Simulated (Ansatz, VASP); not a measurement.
Given: the input of a run of VASP 6.6.1 on SrO.

Contents of POSCAR:

```
SrO
1.0
    0.0000000000      2.6166323862      2.6166323862
    2.6166323862      0.0000000000      2.6166323862
    2.6166323862      2.6166323862      0.0000000000
Sr O
1 1
Direct
    0.5000000000      0.5000000000      0.5000000000
    0.0000000000      0.0000000000      0.0000000000
```

INCAR.step1

```
PREC = Accurate
ENCUT = 520
ISMEAR = -1
SIGMA = 0.05
LREAL = False
LASPH = True
NELM = 100
NBANDS = 15
GGA = PE
ALGO = Normal
EDIFF = 1E-4
LWAVE = True
LCHARG = False
```

File INCAR.step2:

```
PREC = Accurate
ENCUT = 520
EDIFF = 1E-6
ISMEAR = -1
SIGMA = 0.05
LREAL = False
LASPH = True
NELM = 100
ALGO = Normal
ISIF = 2
LWAVE = False
LCHARG = False
METAGGA = R2SCAN
LMIXTAU = True
NBANDS = 15
ISTART = 1
```

KPOINTS

```
regular mesh
0
Gamma
  9 9 9
```

Potentials or basis: VASP PAW PBE potentials, release 64 (Sr_sv, O).

Command:

```sh
$ cat potpaw_PBE.64/Sr_sv/POTCAR potpaw_PBE.64/O/POTCAR > POTCAR
$ cp INCAR.step1 INCAR
$ mpirun -np 1 vasp_std > vasp.out
$ cp INCAR.step2 INCAR
$ mpirun -np 1 vasp_std > vasp.out
```

Task: Set up the same calculation for Ansatz 0.2.0. Potentials there: Ansatz PAW.

Result: As run (the cutoff follows the program's own potentials):

The input input.yaml:

```yaml
crystal:
  lattice:
    - [0.0, 2.6166323862, 2.6166323862]
    - [2.6166323862, 0.0, 2.6166323862]
    - [2.6166323862, 2.6166323862, 0.0]
  atoms:
    - { symbol: Sr, position: [0.5, 0.5, 0.5] }
    - { symbol: O, position: [0.0, 0.0, 0.0] }
hamiltonian:
  xc: r2scan
  pseudopotentials: { kind: paw }
kpoints:
  mp_grid: { grid: [9, 9, 9] }
scf:
  occupations: { method: fermi_dirac, width: 0.05 }
output:
  forces: true
  stress: true
  eigenvalues: true
```

Potentials or basis: Ansatz PAW.

The run is started by

```console
$ ansatz run input.yaml --threads 1 --pin off --max-ram 3584MiB --backend cpu --events-out ev --progress --plain --runs-dir out
```

Both were run:

|  | VASP | Ansatz | Ansatz less VASP |
| --- | --- | --- | --- |
| gap on the k mesh at the Fermi level (eV) | 3.82 | 3.87 | +0.047 |
| least direct gap on the mesh (eV) | 3.94 | 3.98 | +0.037 |
| pressure (GPa) | -3.2 | -3.6 | -0.43 |

VASP's potentials were made for PBE, not for r2SCAN. With one functional, cell and mesh, what is left measures potentials, basis and numerics.

Noted on Ansatz's run: odd divisions of the mesh miss points on the zone boundary, where band edges often lie, so the gap on the mesh can be too wide.
